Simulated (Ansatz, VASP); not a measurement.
## One calculation of TaN, two programs

```
Ta N
1.0
     5.20509    0.00000    0.00000
    -2.60254    4.50774    0.00000
     0.23229    0.00000    2.90359
Ta N
3 3
Direct
  0.00000 0.00000 0.00000
  0.33433 0.66865 0.50000
  0.66567 0.33135 0.50000
  0.50000 0.00000 0.00000
  0.50000 0.50000 0.00000
  0.00000 0.50000 0.00000
```

Change from the starting cell: shear of c along a, cell held, atoms relaxed: +8.0 %.

Alike in both runs: functional PBEsol; k mesh 12 × 12 × 12; occupations gaussian, width 0.1 eV; no spin polarisation.

Ansatz relaxed the structure, and its values are those at the end. VASP's run is a single point on that final structure, the one shown.

|  | VASP | Ansatz |
| --- | --- | --- |
| version | VASP 6.6.1 | Ansatz 0.2.0 |
| potentials or method | VASP PAW PBE potentials, release 64 (Ta_pv, N), cutoff 520 eV | scalar-relativistic, plane waves, PAW |
| valence electrons in the cell | 48 | 54 |

```csv
,VASP,Ansatz,Ansatz less VASP
gap on the k mesh at the Fermi level (eV),none,none,-
pressure (GPa),2.8,1.8,-0.95
```

VASP's potentials were made for PBE, not for PBEsol. A gap of «none» marks a metal or a gap that the smearing closes. VASP's potentials hold 48 valence electrons a cell and Ansatz's 54, so a difference there can come from the potentials and not from the codes. Ansatz's warnings: stress scf threshold loose.

Neither program's run includes spin-orbit coupling.
